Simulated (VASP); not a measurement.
## LaSnB3: single point with PBE

LaSnB3:

```
CELL_PARAMETERS angstrom
0.00000 3.92799 0.00000
3.92799 0.00000 0.00000
1.96399 1.96399 -4.79030
ATOMIC_POSITIONS crystal
La 0.13360 0.13360 0.73280
Sn 0.52040 0.52040 0.95920
B 0.88270 0.38270 0.23460
B 0.38270 0.88270 0.23460
B 0.75150 0.75150 0.49700
```

```
Program                 : VASP 6.6.1
Task                    : single point
Functional              : PBE
Potentials or basis     : VASP PAW PBE potentials, release 64 (La, Sn_d, B)
Cutoff                  : 520 eV
k mesh                  : 9 × 9 × 9
Occupations             : fermi-dirac, width 0.0123 eV
Spin                    : no spin polarisation
Dipole correction       : no
k mesh for the DOS      : 14 × 14 × 14
Occupations for the DOS : tetrahedron
Further INCAR settings  : ALGO = Normal; EDIFF = 1e-06; NBANDS = 25
```

| Property | Result |
| --- | --- |
| Valence electrons inside the program's atomic spheres | La 8.77; Sn 12.80; B 1.55, 1.56 (each value once) |

Levels at points of the mesh, in eV from the Fermi level:
```tsv
k point	band 13	band 14	band 15	band 16	band 17	band 18	band 19	band 20	band 21	band 22
(0.00, 0.00, 0.00)	-4.11	-4.11	-3.66	-2.35	-0.82	-0.82	1.74	2.27	2.27	2.29
(0.50, 0.00, 0.00)	-5.43	-3.53	-2.21	-1.75	-1.35	-0.23	0.05	0.27	2.04	2.07
(0.50, 0.50, 0.00)	-7.15	-5.14	-4.04	-2.96	0.70	1.45	1.96	2.27	2.29	2.43
(0.00, 0.00, 0.50)	-3.76	-3.76	-2.12	0.05	0.08	0.08	0.09	0.69	0.69	1.48
```

Wall time 5.8 min on 1 thread of Intel(R) Xeon(R) Platinum 8488C (Sapphire Rapids), with other jobs on the host, peak memory 0.59 GiB.

Caveat: spin-orbit coupling is left out, which moves the levels of the heavy elements.
